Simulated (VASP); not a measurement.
# Cu (Fm-3m) in VASP: notebook

The runs below take Cu through single point, relaxation of cell and atoms, with PBEsol.

Everything below comes from runs of VASP 6.6.1. Logs are shortened: lines on timing, memory, paths and dates and some standing lists are left out, and cuts for length are marked.

### Step 1. The cell of the first run

It takes space group Fm-3m (No. 225, cubic). Conventional cell: a = 3.563 Å, b = 3.563 Å, c = 3.563 Å, α = 90.00°, β = 90.00°, γ = 90.00°. Within 3.3 Å of Cu (site symmetry m-3m) lie 12 Cu at 2.52 Å.

### Step 2. Single point, PBEsol

The input, INCAR:

```
SYSTEM = Cu
  ALGO = Normal
  EDIFF = 1E-6
  ENCUT = 600
  GGA = PS
  GGA_COMPAT = .False.
  ISIF = 2
  ISMEAR = 0
  LASPH = .True.
  LCHARG = .False.
  LREAL = .False.
  LWAVE = .False.
  NBANDS = 12
  NELM = 120
  PREC = Accurate
  SIGMA = 0.1
```

The input, KPOINTS:

```
k-points
0
Gamma
  20 20 20
  0 0 0
```

The input, POSCAR:

```
Cu
1.0
    0.0000000000      1.7817056923      1.7817056923
    1.7817056923      0.0000000000      1.7817056923
    1.7817056923      1.7817056923      0.0000000000
Cu
1
Direct
    0.0000000000      0.0000000000      0.0000000000
```

Potentials or basis: VASP PAW PBE potentials, release 64 (Cu).

Started as:

```bash
cat potpaw_PBE.64/Cu/POTCAR > POTCAR
mpirun -np 1 vasp_std > vasp.out
```

OUTCAR:

```text
SYSTEM = Cu
   EDIFF = 1E-6
   ENCUT = 600
   GGA = PS
   ISIF = 2
   ISMEAR = 0
   LASPH = .True.
   LREAL = .False.
   NELM = 120
   PREC = Accurate

 ion  position               nearest neighbor table
   1  0.000  0.000  0.000-

  LATTYP: Found a face centered cubic cell.
 ALAT       =     3.5634113846

  Lattice vectors:

 A1 = (   0.0000000000,   1.7817056923,   1.7817056923)
 A2 = (   1.7817056923,   0.0000000000,   1.7817056923)
 A3 = (   1.7817056923,   1.7817056923,   0.0000000000)

Analysis of symmetry for initial positions (statically):
=====================================================================
 Subroutine PRICEL returns:
 Original cell was already a primitive cell.

 Routine SETGRP: Setting up the symmetry group for a
 face centered cubic supercell.

 Subroutine GETGRP returns: Found 48 space group operations
 (whereof 48 operations were pure point group operations)
 out of a pool of 48 trial point group operations.

The static configuration has the point symmetry O_h .

Analysis of symmetry for dynamics (positions and initial velocities):
=====================================================================
 Subroutine PRICEL returns:
 Original cell was already a primitive cell.

 Routine SETGRP: Setting up the symmetry group for a
 face centered cubic supercell.

 Subroutine GETGRP returns: Found 48 space group operations
 (whereof 48 operations were pure point group operations)
 out of a pool of 48 trial point group operations.

The dynamic configuration has the point symmetry O_h .

 Subroutine INISYM returns: Found 48 space group operations
 (whereof 48 operations are pure point group operations),
 and found     1 'primitive' translations

----------------------------------------------------------------------------------------

                                     Primitive cell

  volume of cell :      11.3120

  direct lattice vectors                    reciprocal lattice vectors
     0.000000000  1.781705692  1.781705692    -0.280629962  0.280629962  0.280629962
     1.781705692  0.000000000  1.781705692     0.280629962 -0.280629962  0.280629962
     1.781705692  1.781705692  0.000000000     0.280629962  0.280629962 -0.280629962

  length of vectors
     2.519712354  2.519712354  2.519712354     0.486065352  0.486065352  0.486065352

  position of ions in fractional coordinates (direct lattice)
     0.000000000  0.000000000  0.000000000

  ion indices of the primitive-cell ions
   primitive index   ion index
                 1           1

----------------------------------------------------------------------------------------

 KPOINTS: k-points

Automatic generation of k-mesh.
 Grid dimensions read from file:
 generate k-points for:   20   20   20

 Generating k-lattice:

  Cartesian coordinates                     Fractional coordinates (reciprocal lattice)
    -0.014031498  0.014031498  0.014031498     0.050000000  0.000000000  0.000000000
     0.014031498 -0.014031498  0.014031498     0.000000000  0.050000000  0.000000000
     0.014031498  0.014031498 -0.014031498     0.000000000  0.000000000  0.050000000

  Length of vectors
     0.024303268  0.024303268  0.024303268

  Shift w.r.t. Gamma in fractional coordinates (k-lattice)
     0.000000000  0.000000000  0.000000000

 Subroutine IBZKPT returns following result:
 ===========================================

 Found    256 irreducible k-points:

 Following reciprocal coordinates:
            Coordinates               Weight
  0.000000  0.000000  0.000000      1.000000
  0.050000  0.000000  0.000000      8.000000
  0.100000  0.000000  0.000000      8.000000
  0.150000  0.000000  0.000000      8.000000
  0.200000  0.000000  0.000000      8.000000
  0.250000  0.000000  0.000000      8.000000
[... 16 lines left out ...]
 -0.400000  0.050000  0.000000     24.000000
 -0.350000  0.050000  0.000000     24.000000
 [... further k-points ...]
   k-points           NKPTS =    256   k-points in BZ     NKDIM =    256   number of bands    NBANDS=     12
   number of dos      NEDOS =    301   number of ions     NIONS =      1
   total plane-waves  NPLWV =   8000
   dimension x,y,z NGX =    20 NGY =   20 NGZ =   20
   dimension x,y,z NGXF=    40 NGYF=   40 NGZF=   40
   ions per type =               1
   NGX,Y,Z   is equivalent  to a cutoff of  13.20, 13.20, 13.20 a.u.
   NGXF,Y,Z  is equivalent  to a cutoff of  26.39, 26.39, 26.39 a.u.
 SYSTEM =  Cu
   PREC   = accura    normal or accurate (medium, high low for compatibility)
   ISTART =      0    job   : 0-new  1-cont  2-samecut
   ICHARG =      2    charge: 1-file 2-atom 10-const
   ISPIN  =      1    spin polarized calculation?
   LNONCOLLINEAR =      F non collinear calculations
   LSORBIT =      F    spin-orbit coupling
   LASPH  =      T    aspherical Exc in radial PAW
   ENCUT  =  600.0 eV  44.10 Ry    6.64 a.u.   5.03  5.03  5.03*2*pi/ulx,y,z
   NELM   =    120;   NELMIN=  2; NELMDL= -5     # of ELM steps
   EDIFF  = 0.1E-05   stopping-criterion for ELM
   LREAL  =      F    real-space projection
   EDIFFG = 0.1E-04   stopping-criterion for IOM
   NSW    =      0    number of steps for IOM
   IBRION =     -1    ionic relax: 0-MD 1-quasi-New 2-CG
   NFREE  =      0    steps in history (QN), initial steepest desc. (CG)
   ISIF   =      2    stress and relaxation
   ISYM   =      2    0-nonsym 1-usesym 2-fastsym
   POTIM  = 0.5000    time-step for ionic-motion
   TEBEG  =    0.0;   TEEND  =   0.0 temperature during run
   PSTRESS=    0.0 pullay stress
   NELECT =      11.0000    total number of electrons
   NUPDOWN=      -1.0000    fix difference up-down
   EMIN   =  10.00;   EMAX   =-10.00  energy-range for DOS
   EFERMI =   0.00;   METHOD = LEGACY
   ISMEAR =     0;   SIGMA  =   0.10  broadening in eV -4-tet -1-fermi 0-gaus
   EFERMI_NEDOS =   21; number of points for ismear=-14 and -15
   IALGO  =     38    algorithm
   IMIX   =      4    mixing-type and parameters
     AMIX     =   0.40;   BMIX     =  1.00
     AMIX_MAG =   1.60;   BMIX_MAG =  1.00
  volume/ion in A,a.u.               =      11.31        76.34
  Fermi-wavevector in a.u.,A,eV,Ry     =   1.621909  3.064963 35.791324  2.630588
  Thomas-Fermi vector in A             =   2.715608
   LORBIT       =      0    0 simple, 1 ext, 2 COOP (PROOUT), +10 PAW based schemes
   GGA     = PS    functional components
   LHFCALC =     F    Hartree Fock is set to
   AEXX    =    0.0000 exact exchange contribution
   IVDW    =     0    specifies the selected vdW correction
   LEPSILON=     F    determine dielectric tensor
   LRPA    =     F    only Hartree local field effects (RPA)
 non-spin polarized calculation
 Gauss-broadening in eV      SIGMA  =   0.10
  energy-cutoff  :      600.00
  volume of cell :       11.31
 maximum number of plane-waves:       388
   NGX =  9   NGY =  9   NGZ =  9

 number of electron      11.0000013 magnetization

 Free energy of the ion-electron system (eV)
  ---------------------------------------------------
  ext. energy  EPLUGINS =         0.00000000
  ---------------------------------------------------
  free energy    TOTEN  =        -4.31002415 eV

  energy without entropy =       -4.30873475  energy(sigma->0) =       -4.30937945

 E-fermi :   7.9103     XC(G=0): -13.1614

 val. band max:        7.8566732696   @ k =   0.4500   0.3000   0.0000
 cond. band min:       7.9149860666   @ k =   0.5000   0.2500   0.1000
 fundamental gap:      0.0583127970
 Fermi energy:         7.9102773093

 k-point     1 :       0.0000    0.0000    0.0000
  band No.  band energies     occupation
      1      -1.7782      2.00000
      2       4.7840      2.00000
      3       4.7840      2.00000
      4       4.7840      2.00000
      5       5.6737      2.00000
      6       5.6737      2.00000
      7      30.8720      0.00000
      8      33.8241      0.00000
      9      33.8241      0.00000
     10      33.8241      0.00000
     11      36.3429      0.00000
     12      36.3429      0.00000

 k-point     2 :       0.0500    0.0000    0.0000
  band No.  band energies     occupation
      1      -1.6841      2.00000
      2       4.7628      2.00000
      3       4.8027      2.00000
      4       4.8027      2.00000
      5       5.6660      2.00000
      6       5.6660      2.00000
      7      30.4164      0.00000
      8      32.5243      0.00000
      9      33.5140      0.00000
     10      33.5140      0.00000
     11      36.7822      0.00000
     12      36.7822      0.00000

 k-point     3 :       0.1000    0.0000    0.0000
  band No.  band energies     occupation
      1      -1.4045      2.00000
      2       4.7041      2.00000
      3       4.8527      2.00000
      4       4.8527      2.00000
      5       5.6488      2.00000
      6       5.6488      2.00000
      7      28.4696      0.00000
      8      31.7423      0.00000
      9      32.9144      0.00000
     10      32.9144      0.00000
     11      37.7317      0.00000
     12      37.7318      0.00000
[... 286 lines left out ...]
 k-point    23 :      -0.4000    0.0500    0.0000
  band No.  band energies     occupation
      1       2.4901      2.00000
      2       4.7592      2.00000
      3       4.8095      2.00000
      4       5.5087      2.00000
      5       6.1464      2.00000
      6       6.6059      2.00000
      7      13.5808      0.00000
      8      28.2407      0.00000
      9      30.1914      0.00000
     10      31.0241      0.00000
     11      33.9187      0.00000
     12      35.3406      0.00000

 k-point    24 :      -0.3500    0.0500    0.0000
  band No.  band energies     occupation
      1       2.1334      2.00000
      2       4.8135      2.00000
      3       4.8568      2.00000
      4       4.9618      2.00000
      5       6.0078      2.00000
      6       6.3029      2.00000
      7      15.4584      0.00000
      8      28.1975      0.00000
      9      30.5810      0.00000
     10      31.7755      0.00000
     11      33.9924      0.00000
     12      35.8065      0.00000

 [... further k-points ...]
[... 5 lines left out ...]
  --------------------------------------------------------------------------------------
  -------------------------------------------------------------------------------------
  Total        0.0586736      0.0586736      0.0586736     -0.0000000      0.0000000      0.0000000
  in kB        8.3102702      8.3102702      8.3102702     -0.0000000      0.0000000      0.0000000
  external PRESSURE =       8.3102702 kB  Pullay stress =       0.0000000 kB

 VOLUME and BASIS-vectors are now :
 -----------------------------------------------------------------------------
  energy-cutoff  :      600.00
  volume of cell :       11.31
      direct lattice vectors                 reciprocal lattice vectors
     0.000000000  1.781705692  1.781705692    -0.280629962  0.280629962  0.280629962
     1.781705692  0.000000000  1.781705692     0.280629962 -0.280629962  0.280629962
     1.781705692  1.781705692  0.000000000     0.280629962  0.280629962 -0.280629962

 POSITION                                       TOTAL-FORCE (eV/Angst)
 -----------------------------------------------------------------------------------
      0.00000      0.00000      0.00000         0.000000      0.000000      0.000000
 -----------------------------------------------------------------------------------
    total drift:                                0.000000      0.000000      0.000000

  FREE ENERGIE OF THE ION-ELECTRON SYSTEM (eV)
  ---------------------------------------------------
  free  energy   TOTEN  =        -4.3100241472 eV

  energy  without entropy=       -4.3087347451  energy(sigma->0) =       -4.30937945
```

Wall time 43 s (1 thread of Intel Xeon 8259CL, shared host); peak memory 0.15 GiB.

What came out:

* Free energy: -4.3100 eV
* Pressure: 0.8 GPa

Levels at points of the mesh, in eV from the Fermi level:
```csv
k point,band 2,band 3,band 4,band 5,band 6,band 7,band 8,band 9,band 10,band 11
"(0.00, 0.00, 0.00)",-3.13,-3.13,-3.13,-2.24,-2.24,22.96,25.91,25.91,25.91,28.43
"(0.50, 0.00, 0.00)",-3.16,-3.16,-1.63,-1.63,-1.13,3.99,21.43,22.73,22.73,25.69
"(0.50, 0.50, 0.00)",-4.62,-1.65,-1.48,-1.48,1.46,7.44,13.40,13.40,18.03,21.00
```

Caveat: the PAW data sets were made with another functional, which shifts forces and pressure a little.

### Step 3. Relaxation of cell and atoms, PBEsol

This run uses another cell than the first one, of 11.96 Å³/atom, 1.057 times its volume.

The input, INCAR:

```
SYSTEM = Cu
PREC = Accurate ; ENCUT = 600
EDIFF = 1E-7 ; ISMEAR = 0
SIGMA = 0.1 ; LREAL = .False.
LASPH = .True. ; NELM = 120
ALGO = Normal ; ISIF = 3
LWAVE = .False. ; LCHARG = .False.
GGA = PS ; IBRION = 2
NSW = 70 ; EDIFFG = -0.005
GGA_COMPAT = .False. ; NELMIN = 4
```

The input, KPOINTS:

```
regular mesh
0
Gamma
  20 20 20
  0 0 0
```

The input, POSCAR:

```
Cu
1.0
    0.0000000000      1.8148741276      1.8148741276
    1.8148741276      0.0000000000      1.8148741276
    1.8148741276      1.8148741276      0.0000000000
Cu
1
Direct
    0.0000000000      0.0000000000      0.0000000000
```

Potentials or basis: VASP PAW PBE potentials, release 64 (Cu).

Started as:

```bash
cat potpaw_PBE.64/Cu/POTCAR > POTCAR
mpirun -np 1 vasp_std > vasp.out
```

It took 1.7 min on 1 thread of Intel Xeon 8259CL, shared host; peak memory 0.18 GiB.

Results (log left out):

| Item | Value |
| --- | --- |
| Free energy | -4.3104 eV |
| Relaxed volume | 11.36 Å³/atom |
| Relaxed cell | a = 2.524 Å, b = 2.524 Å, c = 2.524 Å, α = 60.00°, β = 60.00°, γ = 60.00° |
| Space group after relaxing (to 0.05 Å) | Fm-3m (No. 225) |
| Energy gained by relaxing | 14.2 meV/atom |
| Ionic steps | 3 |
| Pressure after relaxing | 0.0 GPa |

Step by step:
| step | energy change (eV) | largest force (eV/Å) | pressure (GPa) | volume (Å³) |
| --- | --- | --- | --- | --- |
| 1 | 0.0000 | 0.0000 | -7.31 | 11.96 |
| 2 | -0.0091 | 0.0000 | 5.14 | 11.04 |
| 3 | -0.0142 | 0.0000 | -0.01 | 11.36 |

Final structure:
```yaml
crystal:
  lattice:
    - [0.00000, 1.78444, 1.78444]
    - [1.78444, 0.00000, 1.78444]
    - [1.78444, 1.78444, 0.00000]
  atoms:
    - { symbol: Cu, position: [0.00000, 0.00000, 0.00000] }
```

Levels at points of the mesh, in eV from the Fermi level:
| k point | band 4 | band 5 | band 6 | band 7 | band 8 | band 9 |
| --- | --- | --- | --- | --- | --- | --- |
| (0.00, 0.00, 0.00) | -3.11 | -2.23 | -2.23 | 22.93 | 25.84 | 25.84 |
| (0.50, 0.00, 0.00) | -1.63 | -1.63 | -1.12 | 3.97 | 21.40 | 22.65 |
| (0.50, 0.50, 0.00) | -1.48 | -1.48 | 1.46 | 7.40 | 13.37 | 13.37 |

Caveat: the PAW data sets were made with another functional, which shifts forces and pressure a little.
